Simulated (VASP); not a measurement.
# Zn (Fm-3m) in VASP: single point with PBE

Aim: the single point of Zn with PBE.

Everything below comes from runs of VASP 6.6.1. Logs are shortened: lines on timing, memory, paths and dates and some standing lists are left out, and cuts for length are marked.

### 1 The cell of the first run

Symmetry: Fm-3m, No. 225, cubic system. Conventional cell: a = 3.926 Å, b = 3.926 Å, c = 3.926 Å, α = 90.00°, β = 90.00°, γ = 90.00°. Within 3.7 Å of Zn (site symmetry m-3m) lie 12 Zn at 2.78 Å.

### 2 Single point, PBE

Input file INCAR:

```
SYSTEM = Zn
  PREC = Accurate
  ENCUT = 520
  EDIFF = 1E-6
  ISMEAR = 0
  SIGMA = 0.05
  LREAL = .False.
  LASPH = .True.
  NELM = 80
  ALGO = Normal
  ISIF = 2
  LWAVE = .False.
  LCHARG = .False.
  GGA = PE
  NBANDS = 12
```

Input file KPOINTS:

```
regular mesh
0
Gamma
  8 8 8
  0 0 0
```

Input file POSCAR:

```
Zn
1.0
    0.0000000000      1.9628993602      1.9628993602
    1.9628993602      0.0000000000      1.9628993602
    1.9628993602      1.9628993602      0.0000000000
Zn
1
Direct
    0.0000000000      0.0000000000      0.0000000000
```

Potentials or basis: VASP PAW PBE potentials, release 64 (Zn).

Run with:

```console
$ cat potpaw_PBE.64/Zn/POTCAR > POTCAR
$ mpirun -np 1 vasp_std > vasp.out
```

OUTCAR:

```text
SYSTEM = Zn
   PREC = Accurate
   ENCUT = 520
   EDIFF = 1E-6
   ISMEAR = 0
   LREAL = .False.
   LASPH = .True.
   NELM = 80
   ISIF = 2
   GGA = PE

 ion  position               nearest neighbor table
   1  0.000  0.000  0.000-

  LATTYP: Found a face centered cubic cell.
 ALAT       =     3.9257987204

  Lattice vectors:

 A1 = (   0.0000000000,   1.9628993602,   1.9628993602)
 A2 = (   1.9628993602,   0.0000000000,   1.9628993602)
 A3 = (   1.9628993602,   1.9628993602,   0.0000000000)

Analysis of symmetry for initial positions (statically):
=====================================================================
 Subroutine PRICEL returns:
 Original cell was already a primitive cell.

 Routine SETGRP: Setting up the symmetry group for a
 face centered cubic supercell.

 Subroutine GETGRP returns: Found 48 space group operations
 (whereof 48 operations were pure point group operations)
 out of a pool of 48 trial point group operations.

The static configuration has the point symmetry O_h .

Analysis of symmetry for dynamics (positions and initial velocities):
=====================================================================
 Subroutine PRICEL returns:
 Original cell was already a primitive cell.

 Routine SETGRP: Setting up the symmetry group for a
 face centered cubic supercell.

 Subroutine GETGRP returns: Found 48 space group operations
 (whereof 48 operations were pure point group operations)
 out of a pool of 48 trial point group operations.

The dynamic configuration has the point symmetry O_h .

 Subroutine INISYM returns: Found 48 space group operations
 (whereof 48 operations are pure point group operations),
 and found     1 'primitive' translations

----------------------------------------------------------------------------------------

                                     Primitive cell

  volume of cell :      15.1260

  direct lattice vectors                    reciprocal lattice vectors
     0.000000000  1.962899360  1.962899360    -0.254725235  0.254725235  0.254725235
     1.962899360  0.000000000  1.962899360     0.254725235 -0.254725235  0.254725235
     1.962899360  1.962899360  0.000000000     0.254725235  0.254725235 -0.254725235

  length of vectors
     2.775958897  2.775958897  2.775958897     0.441197048  0.441197048  0.441197048

  position of ions in fractional coordinates (direct lattice)
     0.000000000  0.000000000  0.000000000

  ion indices of the primitive-cell ions
   primitive index   ion index
                 1           1

----------------------------------------------------------------------------------------

 KPOINTS: regular mesh

Automatic generation of k-mesh.
 Grid dimensions read from file:
 generate k-points for:    8    8    8

 Generating k-lattice:

  Cartesian coordinates                     Fractional coordinates (reciprocal lattice)
    -0.031840654  0.031840654  0.031840654     0.125000000  0.000000000  0.000000000
     0.031840654 -0.031840654  0.031840654     0.000000000  0.125000000  0.000000000
     0.031840654  0.031840654 -0.031840654     0.000000000  0.000000000  0.125000000

  Length of vectors
     0.055149631  0.055149631  0.055149631

  Shift w.r.t. Gamma in fractional coordinates (k-lattice)
     0.000000000  0.000000000  0.000000000

 Subroutine IBZKPT returns following result:
 ===========================================

 Found     29 irreducible k-points:

 Following reciprocal coordinates:
            Coordinates               Weight
  0.000000  0.000000  0.000000      1.000000
  0.125000  0.000000  0.000000      8.000000
  0.250000  0.000000  0.000000      8.000000
  0.375000  0.000000  0.000000      8.000000
  0.500000  0.000000  0.000000      4.000000
  0.125000  0.125000  0.000000      6.000000
[... 16 lines left out ...]
  0.500000  0.250000  0.125000     48.000000
 -0.375000  0.250000  0.125000     24.000000
 [... further k-points ...]
   k-points           NKPTS =     29   k-points in BZ     NKDIM =     29   number of bands    NBANDS=     12
   number of dos      NEDOS =    301   number of ions     NIONS =      1
   total plane-waves  NPLWV =  13824
   dimension x,y,z NGX =    24 NGY =   24 NGZ =   24
   dimension x,y,z NGXF=    48 NGYF=   48 NGZF=   48
   ions per type =               1
   NGX,Y,Z   is equivalent  to a cutoff of  14.37, 14.37, 14.37 a.u.
   NGXF,Y,Z  is equivalent  to a cutoff of  28.75, 28.75, 28.75 a.u.
 SYSTEM =  Zn
   PREC   = accura    normal or accurate (medium, high low for compatibility)
   ISTART =      0    job   : 0-new  1-cont  2-samecut
   ICHARG =      2    charge: 1-file 2-atom 10-const
   ISPIN  =      1    spin polarized calculation?
   LNONCOLLINEAR =      F non collinear calculations
   LSORBIT =      F    spin-orbit coupling
   LASPH  =      T    aspherical Exc in radial PAW
   ENCUT  =  520.0 eV  38.22 Ry    6.18 a.u.   5.16  5.16  5.16*2*pi/ulx,y,z
   NELM   =     80;   NELMIN=  2; NELMDL= -5     # of ELM steps
   EDIFF  = 0.1E-05   stopping-criterion for ELM
   LREAL  =      F    real-space projection
   EDIFFG = 0.1E-04   stopping-criterion for IOM
   NSW    =      0    number of steps for IOM
   IBRION =     -1    ionic relax: 0-MD 1-quasi-New 2-CG
   NFREE  =      0    steps in history (QN), initial steepest desc. (CG)
   ISIF   =      2    stress and relaxation
   ISYM   =      2    0-nonsym 1-usesym 2-fastsym
   POTIM  = 0.5000    time-step for ionic-motion
   TEBEG  =    0.0;   TEEND  =   0.0 temperature during run
   PSTRESS=    0.0 pullay stress
   NELECT =      12.0000    total number of electrons
   NUPDOWN=      -1.0000    fix difference up-down
   EMIN   =  10.00;   EMAX   =-10.00  energy-range for DOS
   EFERMI =   0.00;   METHOD = LEGACY
   ISMEAR =     0;   SIGMA  =   0.05  broadening in eV -4-tet -1-fermi 0-gaus
   EFERMI_NEDOS =   21; number of points for ismear=-14 and -15
   IALGO  =     38    algorithm
   IMIX   =      4    mixing-type and parameters
     AMIX     =   0.40;   BMIX     =  1.00
     AMIX_MAG =   1.60;   BMIX_MAG =  1.00
  volume/ion in A,a.u.               =      15.13       102.08
  Fermi-wavevector in a.u.,A,eV,Ry     =   1.515516  2.863910 31.249711  2.296789
  Thomas-Fermi vector in A             =   2.625029
   LORBIT       =      0    0 simple, 1 ext, 2 COOP (PROOUT), +10 PAW based schemes
   GGA     = PE    functional components
   LHFCALC =     F    Hartree Fock is set to
   AEXX    =    0.0000 exact exchange contribution
   IVDW    =     0    specifies the selected vdW correction
   LEPSILON=     F    determine dielectric tensor
   LRPA    =     F    only Hartree local field effects (RPA)
 non-spin polarized calculation
 Gauss-broadening in eV      SIGMA  =   0.05
  energy-cutoff  :      520.00
  volume of cell :       15.13
 maximum number of plane-waves:       416
 NGX is ok and might be reduce to    24
   NGX = 11   NGY = 11   NGZ = 11

 number of electron      12.0000009 magnetization

 Free energy of the ion-electron system (eV)
  ---------------------------------------------------
  ext. energy  EPLUGINS =         0.00000000
  ---------------------------------------------------
  free energy    TOTEN  =        -1.07922213 eV

  energy without entropy =       -1.07871396  energy(sigma->0) =       -1.07896805

 E-fermi :   2.8069     XC(G=0): -11.5918

 val. band max:        2.6095040156   @ k =  -0.3750   0.3750   0.1250
 cond. band min:       2.8558337381   @ k =   0.5000   0.1250   0.0000
 fundamental gap:      0.2463297225
 Fermi energy:         2.8069375170

 k-point     1 :       0.0000    0.0000    0.0000
  band No.  band energies     occupation
      1      -7.2729      2.00000
      2      -4.5208      2.00000
      3      -4.5208      2.00000
      4      -4.5208      2.00000
      5      -4.1384      2.00000
      6      -4.1384      2.00000
      7      21.4147      0.00000
      8      21.4147      0.00000
      9      21.4147      0.00000
     10      22.0189      0.00000
     11      24.1880      0.00000
     12      24.1880      0.00000

 k-point     2 :       0.1250    0.0000    0.0000
  band No.  band energies     occupation
      1      -6.8071      2.00000
      2      -4.5508      2.00000
      3      -4.4738      2.00000
      4      -4.4738      2.00000
      5      -4.1479      2.00000
      6      -4.1479      2.00000
      7      16.2739      0.00000
      8      20.3300      0.00000
      9      20.3300      0.00000
     10      21.6892      0.00000
     11      26.0619      0.00000
     12      26.0619      0.00000

 k-point     3 :       0.2500    0.0000    0.0000
  band No.  band energies     occupation
      1      -5.6587      2.00000
      2      -4.4408      2.00000
      3      -4.4408      2.00000
      4      -4.3596      2.00000
      5      -4.0855      2.00000
      6      -4.0855      2.00000
      7      10.4329      0.00000
      8      19.1524      0.00000
      9      19.1524      0.00000
     10      21.2653      0.00000
     11      25.0145      0.00000
     12      25.0145      0.00000

 k-point     4 :       0.3750    0.0000    0.0000
  band No.  band energies     occupation
      1      -5.2542      2.00000
      2      -4.4940      2.00000
      3      -4.4940      2.00000
      4      -3.9297      2.00000
      5      -3.9297      2.00000
      6      -2.4694      2.00000
      7       5.3365      0.00000
      8      18.5439      0.00000
      9      18.5439      0.00000
     10      20.7791      0.00000
     11      22.8682      0.00000
     12      22.8682      0.00000

 k-point     5 :       0.5000    0.0000    0.0000
  band No.  band energies     occupation
      1      -5.2588      2.00000
      2      -4.5253      2.00000
      3      -4.5253      2.00000
      4      -3.8536      2.00000
      5      -3.8536      2.00000
      6       0.1937      2.00000
      7       1.7292      2.00000
      8      18.3887      0.00000
      9      18.3887      0.00000
     10      20.5584      0.00000
     11      22.0863      0.00000
     12      22.0863      0.00000
[... 228 lines left out ...]
      1      -5.2127      2.00000
      2      -5.1350      2.00000
      3      -3.8675      2.00000
      4      -3.7820      2.00000
      5      -3.7820      2.00000
      6       2.1032      2.00000
      7       4.8451      0.00000
      8      11.5492      0.00000
      9      11.5492      0.00000
     10      15.2037      0.00000
     11      16.3781      0.00000
     12      39.3702      0.00000

 k-point    22 :       0.3750    0.2500    0.1250
  band No.  band energies     occupation
      1      -4.9593      2.00000
      2      -4.7642      2.00000
      3      -4.4793      2.00000
      4      -4.1868      2.00000
      5      -4.0929      2.00000
      6      -3.2318      2.00000
      7      11.3674      0.00000
      8      11.7214      0.00000
      9      16.5309      0.00000
     10      21.2554      0.00000
     11      21.5682      0.00000
     12      26.9395      0.00000

 k-point    23 :       0.5000    0.2500    0.1250
  band No.  band energies     occupation
      1      -4.8933      2.00000
      2      -4.6234      2.00000
      3      -4.4867      2.00000
      4      -4.2107      2.00000
      5      -3.9449      2.00000
      6      -1.0665      2.00000
      7       6.4939      0.00000
      8      11.3599      0.00000
      9      13.9405      0.00000
     10      20.9570      0.00000
     11      24.1247      0.00000
     12      26.8106      0.00000

 k-point    24 :      -0.3750    0.2500    0.1250
  band No.  band energies     occupation
      1      -4.9186      2.00000
      2      -4.6824      2.00000
      3      -4.3240      2.00000
      4      -4.2825      2.00000
      5      -3.8765      2.00000
      6       1.9469      2.00000
      7       2.5537      2.00000
      8      11.8921      0.00000
      9      12.4600      0.00000
     10      20.8417      0.00000
     11      23.8104      0.00000
     12      31.4242      0.00000

 [... further k-points ...]
[... 5 lines left out ...]
  --------------------------------------------------------------------------------------
  -------------------------------------------------------------------------------------
  Total        0.0732002      0.0732002      0.0732002      0.0000000     -0.0000000     -0.0000000
  in kB        7.7535178      7.7535178      7.7535178      0.0000000     -0.0000000     -0.0000000
  external PRESSURE =       7.7535178 kB  Pullay stress =       0.0000000 kB

 VOLUME and BASIS-vectors are now :
 -----------------------------------------------------------------------------
  energy-cutoff  :      520.00
  volume of cell :       15.13
      direct lattice vectors                 reciprocal lattice vectors
     0.000000000  1.962899360  1.962899360    -0.254725235  0.254725235  0.254725235
     1.962899360  0.000000000  1.962899360     0.254725235 -0.254725235  0.254725235
     1.962899360  1.962899360  0.000000000     0.254725235  0.254725235 -0.254725235

 POSITION                                       TOTAL-FORCE (eV/Angst)
 -----------------------------------------------------------------------------------
      0.00000      0.00000      0.00000         0.000000      0.000000      0.000000
 -----------------------------------------------------------------------------------
    total drift:                               -0.000000      0.000000     -0.000000

  FREE ENERGIE OF THE ION-ELECTRON SYSTEM (eV)
  ---------------------------------------------------
  free  energy   TOTEN  =        -1.0792221299 eV

  energy  without entropy=       -1.0787139644  energy(sigma->0) =       -1.07896805
```

Run time: 3.4 s. Hardware: 1 thread of Intel Xeon Platinum 8488C (Sapphire Rapids), shared host; peak memory 0.13 GiB.

Results:

```
Free energy            : -1.0792 eV
Pressure               : 0.8 GPa
Band gap on the k mesh : zero (band 6 reaches 5.36 eV, above the bottom of band 7 at 1.73 eV)
```
